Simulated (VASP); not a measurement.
Write the native input for VASP 6.6.1 that does the following.

```
Task                   : single point
Functional             : PBE
Potentials or basis    : VASP PAW PBE potentials, release 64 (Co_sv, O)
Cutoff                 : 600 eV
k mesh                 : 10 × 10 × 10
Occupations            : fermi-dirac, width 0.05 eV
Spin                   : collinear spin, ferromagnetic start
Starting moments       : [2.5, 0.0] μB
Fixed moment           : 2.5 μB
Dipole correction      : no
Second run             : valence_matched
Further INCAR settings : ALGO = Normal; EDIFF = 1e-06; NBANDS = 22
```

The structure of CoO lies in POSCAR:

```
CoO
1.0
   -1.5080004400      1.5080004400      2.1072503600
    1.5080004400     -1.5080004400      2.1072503600
    1.5080004400      1.5080004400     -2.1072503600
Co O
1 1
Direct
    0.0000000000      0.0000000000      0.0000000000
    0.5000000000      0.5000000000      0.0000000000
```

One way to write it, as run:

INCAR

```
ALGO     = Normal         # electronic algorithm
EDIFF    = 1E-6           # SCF threshold, eV
ENCUT    = 600            # plane-wave cutoff, eV
GGA      = PE             # functional
GGA_COMPAT= False        
ISIF     = 2              # what is computed and relaxed
ISMEAR   = -1             # smearing method
ISPIN    = 2              # spin polarisation
LASPH    = True           # aspherical terms in the spheres
LCHARG   = False          # write CHGCAR
LMAXMIX  = 4              # l up to which the mixer works
LORBIT   = 11             # projections on sites
LREAL    = False          # projectors in reciprocal space
LWAVE    = False          # write WAVECAR
MAGMOM   = 2.5 0          # initial moments
NBANDS   = 22             # bands
NELM     = 200            # most SCF steps
NUPDOWN  = 2.5            # fixed moment
PREC     = Accurate       # precision mode
SIGMA    = 0.05           # smearing width, eV
```

KPOINTS

```
k-points
0
Gamma
  10 10 10
```

Potentials or basis: VASP PAW PBE potentials, release 64 (Co_sv, O).

Launch:

```sh
$ cat potpaw_PBE.64/Co_sv/POTCAR potpaw_PBE.64/O/POTCAR > POTCAR
$ mpirun -np 1 vasp_std > vasp.out
```

Results of the run:

The pressure is -6.1 GPa, the net moment is 2.50 μB per cell and the site moments are Co +2.22; O +0.18 μB. The valence electrons inside the program's atomic spheres are Co 14.90; O 4.97.

Caveat: the total moment is fixed, so each spin has its own Fermi level; a cell with one magnetic atom can't hold antiferromagnetic order, which such compounds often take.

Wall time 74 s on 1 thread of AMD EPYC 9R45 96-Core Processor (Zen 5), with other jobs on the host, peak memory 0.17 GiB.
